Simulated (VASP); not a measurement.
## SnO: single point with PBE+D3(BJ)

System: SnO, a slab with vacuum.

```
Sn O
1.0
     3.82015    0.00030    0.00000
    -0.00031    3.82015    0.00000
     0.00000    0.00000   22.22608
Sn O
4 4
Direct
  0.99995 0.99995 0.20246
  0.49995 0.49995 0.30878
  0.49995 0.49995 0.48200
  0.99995 0.99995 0.58832
  0.99995 0.49995 0.25562
  0.49995 0.99995 0.25562
  0.49995 0.99995 0.53516
  0.99995 0.49995 0.53516
```

* Program: VASP 6.6.1
* Task: single point
* Functional: PBE
* Dispersion: D3(BJ)
* Potentials or basis: VASP PAW PBE potentials, release 64 (Sn_d, O)
* Cutoff: 520 eV
* k mesh: 7 × 7 × 1
* Occupations: gaussian, width 0.05 eV
* Spin: no spin polarisation

```yaml
Largest_force: 0.199 eV/Å
Band_gap_on_the_k_mesh: 2.05 eV (least direct gap 2.27 eV)
Dispersion_energy_per_atom: -0.158 eV
```

Forces on the atoms (eV/Å):
```
Sn   0.000  0.000 -0.083
Sn   0.000  0.000 -0.199
Sn   0.000  0.000  0.199
Sn   0.000  0.000  0.083
O    0.000  0.000 -0.014
O    0.000  0.000 -0.014
O    0.000  0.000  0.014
O    0.000  0.000  0.014
```

Levels at points of the mesh, in eV from the valence-band top:
| k point | band 36 | band 37 | band 38 | band 39 | band 40 | band 41 | band 42 | band 43 | band 44 | band 45 |
| --- | --- | --- | --- | --- | --- | --- | --- | --- | --- | --- |
| (0.00, 0.00, 0.00) | -2.09 | -2.08 | -2.08 | -0.88 | -0.06 | 2.39 | 2.72 | 2.73 | 3.92 | 4.75 |

It took 7.3 min on 1 thread of Oxide Virtual Turin-like Processor (shared host), peak memory 0.37 GiB.

Caveat: spin-orbit coupling is left out, which moves the levels of the heavy elements.
